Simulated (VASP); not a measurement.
# TiTe2 (P-3m1) in VASP: notebook

TiTe2 is run at these levels: PBEsol; tasks: single point.

Program: VASP 6.6.1. These are calculated values, not measurements. Logs are shortened: lines on timing, memory, paths and dates and some standing lists are left out, and cuts for length are marked.

### Step 1. The cell of the first run

It takes space group P-3m1 (No. 164, trigonal). Conventional cell: a = 3.701 Å, b = 3.701 Å, c = 6.498 Å, α = 90.00°, β = 90.00°, γ = 120.00°. Ti (site symmetry -3m) has 6 Te at 2.74 Å within 3.6 Å. Within 3.6 Å of Te (site symmetry 3m) lie 3 Ti at 2.74 Å.

### Step 2. Single point, PBEsol (equal xx and yy strain of -2 %)

File INCAR:

```
ALGO = Normal ; EDIFF = 1E-6
ENCUT = 520 ; GGA = PS
ISIF = 2 ; ISMEAR = -1
LASPH = T ; LCHARG = T
LELF = T ; LREAL = F
LVHAR = T ; LWAVE = F
NBANDS = 19 ; NELM = 100
PREC = Accurate ; SIGMA = 0.03
```

File KPOINTS:

```
k-points
0
Gamma
  13 13 7
```

File POSCAR:

```
TiTe2
1.0
    3.7014608698      0.0000000000      0.0000000000
   -1.8507304349      3.2055591444      0.0000000000
    0.0000000000      0.0000000000      6.4980000000
Ti Te
1 2
Direct
    0.0000000000      0.0000000000      0.0000000000
    0.6666666667      0.3333333333      0.2628000000
    0.3333333333      0.6666666667      0.7372000000
```

Potentials or basis: VASP PAW PBE potentials, release 64 (Ti_sv, Te).

Run with:

```bash
$ cat potpaw_PBE.64/Ti_sv/POTCAR potpaw_PBE.64/Te/POTCAR > POTCAR
$ mpirun -np 1 vasp_std > vasp.out
```

OUTCAR:

```text
EDIFF = 1E-6
   ENCUT = 520
   GGA = PS
   ISIF = 2
   ISMEAR = -1
   LASPH = T
   LREAL = F
   NELM = 100
   PREC = Accurate

 ion  position               nearest neighbor table
   1  0.000  0.000  0.000-   2 2.74   3 2.74   2 2.74   3 2.74   2 2.74   3 2.74
   2  0.667  0.333  0.263-   1 2.74   1 2.74   1 2.74
   3  0.333  0.667  0.737-   1 2.74   1 2.74   1 2.74

  LATTYP: Found a hexagonal cell.
 ALAT       =     3.7014608698
 C/A-ratio  =     1.7555230836

  Lattice vectors:

 A1 = (   3.7014608698,   0.0000000000,   0.0000000000)
 A2 = (  -1.8507304349,   3.2055591444,   0.0000000000)
 A3 = (   0.0000000000,   0.0000000000,   6.4980000000)

Analysis of symmetry for initial positions (statically):
=====================================================================
 Subroutine PRICEL returns:
 Original cell was already a primitive cell.

 Routine SETGRP: Setting up the symmetry group for a
 hexagonal supercell.

 Subroutine GETGRP returns: Found 12 space group operations
 (whereof 12 operations were pure point group operations)
 out of a pool of 24 trial point group operations.

The static configuration has the point symmetry D_3d.

Analysis of symmetry for dynamics (positions and initial velocities):
=====================================================================
 Subroutine PRICEL returns:
 Original cell was already a primitive cell.

 Routine SETGRP: Setting up the symmetry group for a
 hexagonal supercell.

 Subroutine GETGRP returns: Found 12 space group operations
 (whereof 12 operations were pure point group operations)
 out of a pool of 24 trial point group operations.

The dynamic configuration has the point symmetry D_3d.

 Subroutine INISYM returns: Found 12 space group operations
 (whereof 12 operations are pure point group operations),
 and found     1 'primitive' translations

----------------------------------------------------------------------------------------

                                     Primitive cell

  volume of cell :      77.1004

  direct lattice vectors                    reciprocal lattice vectors
     3.701460870  0.000000000  0.000000000     0.270163602  0.155979028  0.000000000
    -1.850730435  3.205559144  0.000000000     0.000000000  0.311958056  0.000000000
     0.000000000  0.000000000  6.498000000     0.000000000  0.000000000  0.153893506

  length of vectors
     3.701460870  3.701460870  6.498000000     0.311958056  0.311958056  0.153893506

  position of ions in fractional coordinates (direct lattice)
     0.000000000  0.000000000  0.000000000
[... 80 lines left out ...]
   EDIFF  = 0.1E-05   stopping-criterion for ELM
   LREAL  =      F    real-space projection
   EDIFFG = 0.1E-04   stopping-criterion for IOM
   NSW    =      0    number of steps for IOM
   IBRION =     -1    ionic relax: 0-MD 1-quasi-New 2-CG
   NFREE  =      0    steps in history (QN), initial steepest desc. (CG)
   ISIF   =      2    stress and relaxation
   ISYM   =      2    0-nonsym 1-usesym 2-fastsym
   POTIM  = 0.5000    time-step for ionic-motion
   TEBEG  =    0.0;   TEEND  =   0.0 temperature during run
   PSTRESS=    0.0 pullay stress
   NELECT =      24.0000    total number of electrons
   NUPDOWN=      -1.0000    fix difference up-down
   EMIN   =  10.00;   EMAX   =-10.00  energy-range for DOS
   EFERMI =   0.00;   METHOD = LEGACY
   ISMEAR =    -1;   SIGMA  =   0.03  broadening in eV -4-tet -1-fermi 0-gaus
   EFERMI_NEDOS =   21; number of points for ismear=-14 and -15
   IALGO  =     38    algorithm
   IMIX   =      4    mixing-type and parameters
     AMIX     =   0.40;   BMIX     =  1.00
     AMIX_MAG =   1.60;   BMIX_MAG =  1.00
  volume/ion in A,a.u.               =      25.70       173.43
  Fermi-wavevector in a.u.,A,eV,Ry     =   1.109498  2.096646 16.748566  1.230985
  Thomas-Fermi vector in A             =   2.246038
   LORBIT       =      0    0 simple, 1 ext, 2 COOP (PROOUT), +10 PAW based schemes
   GGA     = PS    functional components
   LHFCALC =     F    Hartree Fock is set to
   AEXX    =    0.0000 exact exchange contribution
   IVDW    =     0    specifies the selected vdW correction
   LEPSILON=     F    determine dielectric tensor
   LRPA    =     F    only Hartree local field effects (RPA)
 non-spin polarized calculation
  energy-cutoff  :      520.00
  volume of cell :       77.10
 maximum number of plane-waves:      2098
   NGX = 13   NGY = 13   NGZ = 25

 number of electron      24.0000003 magnetization

 Free energy of the ion-electron system (eV)
  ---------------------------------------------------
  ext. energy  EPLUGINS =         0.00000000
  ---------------------------------------------------
  free energy    TOTEN  =       -17.53727738 eV

  energy without entropy =      -17.53345845  energy(sigma->0) =      -17.53536791

 E-fermi :   7.1774     XC(G=0): -10.1859

 val. band max:        7.1639866196   @ k =   0.0769  -0.0000   0.0000
 cond. band min:       7.1866510497   @ k =   0.3077   0.0000   0.4286
 fundamental gap:      0.0226644301
 Fermi energy:         7.1774019818

 k-point     1 :       0.0000    0.0000    0.0000
  band No.  band energies     occupation
      1     -49.9514      2.00000
      2     -26.3174      2.00000
      3     -26.3174      2.00000
      4     -26.2886      2.00000
      5      -5.4919      2.00000
      6      -3.9380      2.00000
[... 505 lines left out ...]
      6      -4.0060      2.00000
[... 11 lines left out ...]
     18      13.0075      0.00000
     19      14.0236      0.00000

 [... further k-points ...]

------------------------ aborting loop because EDIFF is reached ----------------------------------------

  FORCE on cell =-STRESS in cart. coord.  units (eV):
  Direction    XX          YY          ZZ          XY          YZ          ZX
  --------------------------------------------------------------------------------------
  -------------------------------------------------------------------------------------
  Total        0.1085615      0.1085615      0.2416232      0.0000000      0.0000000      0.0000000
  in kB        2.2559516      2.2559516      5.0210275      0.0000000      0.0000000      0.0000000
  external PRESSURE =       3.1776436 kB  Pullay stress =       0.0000000 kB

 VOLUME and BASIS-vectors are now :
 -----------------------------------------------------------------------------
  energy-cutoff  :      520.00
  volume of cell :       77.10
      direct lattice vectors                 reciprocal lattice vectors
     3.701460870  0.000000000  0.000000000     0.270163602  0.155979028  0.000000000
    -1.850730435  3.205559144  0.000000000     0.000000000  0.311958056  0.000000000
     0.000000000  0.000000000  6.498000000     0.000000000  0.000000000  0.153893506

 POSITION                                       TOTAL-FORCE (eV/Angst)
 -----------------------------------------------------------------------------------
      0.00000      0.00000      0.00000        -0.000000      0.000000      0.000000
      1.85073      1.06852      1.70767        -0.000000      0.000000      0.177733
     -0.00000      2.13704      4.79033         0.000000     -0.000000     -0.177733
 -----------------------------------------------------------------------------------
    total drift:                                0.000000     -0.000000     -0.000000

  FREE ENERGIE OF THE ION-ELECTRON SYSTEM (eV)
  ---------------------------------------------------
  free  energy   TOTEN  =       -17.5372773788 eV

  energy  without entropy=      -17.5334584457  energy(sigma->0) =      -17.53536791
```

It used 170 s of CPU time on 1 thread of Intel Xeon 6975P-C, with other jobs on the host.

What came out:

```yaml
Free_energy: -17.5373 eV
Pressure: 0.3 GPa
Largest_force: 0.178 eV/Å
Band_gap_on_the_k_mesh: zero (band 12 reaches 7.60 eV, above the bottom of band 13 at 6.80 eV)
```

Forces in eV/Å, atoms in the order of the input:
```
Ti   0.000  0.000  0.000
Te   0.000  0.000  0.178
Te   0.000  0.000 -0.178
```

Stress tensor (GPa, compression positive):
```
0.23 0.00 0.00
0.00 0.23 0.00
0.00 0.00 0.50
```

Caveat: the cell differs from its parent crystal (equal xx and yy strain of -2 %); the PAW data sets were made with another functional, which shifts forces and pressure a little; spin-orbit coupling is left out, which moves the levels of the heavy elements; this functional lacks dispersion, which binds the layers, so the pressure and a relaxed spacing across them are unreliable.

### Step 3. Single point, PBEsol (equal xx and yy strain of -1 %)

File INCAR:

```
SYSTEM = TiTe2
PREC     = Accurate       ! precision mode
ENCUT    = 520            ! plane-wave cutoff, eV
EDIFF    = 1E-7           ! SCF threshold, eV
ISMEAR   = -1             ! smearing method
SIGMA    = 0.03           ! smearing width, eV
LREAL    = .False.        ! projectors in reciprocal space
LASPH    = .True.         ! aspherical terms in the spheres
NELM     = 100            ! most SCF steps
ALGO     = Normal         ! electronic algorithm
ISIF     = 2              ! what is computed and relaxed
LWAVE    = .False.        ! write WAVECAR
LCHARG   = .False.        ! write CHGCAR
GGA      = PS             ! functional
NBANDS   = 19             ! bands
```

File KPOINTS:

```
Automatic mesh
0
Gamma
  13 13 7
  0 0 0
```

File POSCAR:

```
TiTe2
1.0
    3.7392308787      0.0000000000      0.0000000000
   -1.8696154394      3.2382689316      0.0000000000
    0.0000000000      0.0000000000      6.4980000000
Ti Te
1 2
Direct
    0.0000000000      0.0000000000      0.0000000000
    0.6666666667      0.3333333333      0.2628000000
    0.3333333333      0.6666666667      0.7372000000
```

Potentials or basis: VASP PAW PBE potentials, release 64 (Ti_sv, Te).

Run with:

```bash
$ cat potpaw_PBE.64/Ti_sv/POTCAR potpaw_PBE.64/Te/POTCAR > POTCAR
$ mpirun -np 1 vasp_std > vasp.out
```

It took 4.8 min on 1 thread of Intel Xeon 6975P-C, shared host; peak memory 0.32 GiB.

It converged, with:

```
Free energy            : -17.5324 eV
Pressure               : -1.0 GPa
Largest force          : 0.040 eV/Å
Band gap on the k mesh : zero (band 12 reaches 7.33 eV, above the bottom of band 13 at 6.60 eV)
```

Forces on the atoms (eV/Å):
```
Ti   0.000  0.000  0.000
Te   0.000  0.000  0.040
Te   0.000  0.000 -0.040
```

Stress tensor (GPa, compression positive):
```
-1.24  0.00  0.00
 0.00 -1.24  0.00
 0.00  0.00 -0.55
```

Levels at points of the mesh, in eV from the Fermi level:
```
           k point  band 8  band 9  band 10  band 11  band 12  band 13  band 14  band 15  band 16  band 17
(0.00, 0.00, 0.00)   -1.67   -1.67     0.28     0.39     0.39     0.55     1.17     1.17     3.17     3.17
```

Caveat: the cell differs from its parent crystal (equal xx and yy strain of -1 %); the PAW data sets were made with another functional, which shifts forces and pressure a little; spin-orbit coupling is left out, which moves the levels of the heavy elements; this functional lacks dispersion, which binds the layers, so the pressure and a relaxed spacing across them are unreliable.
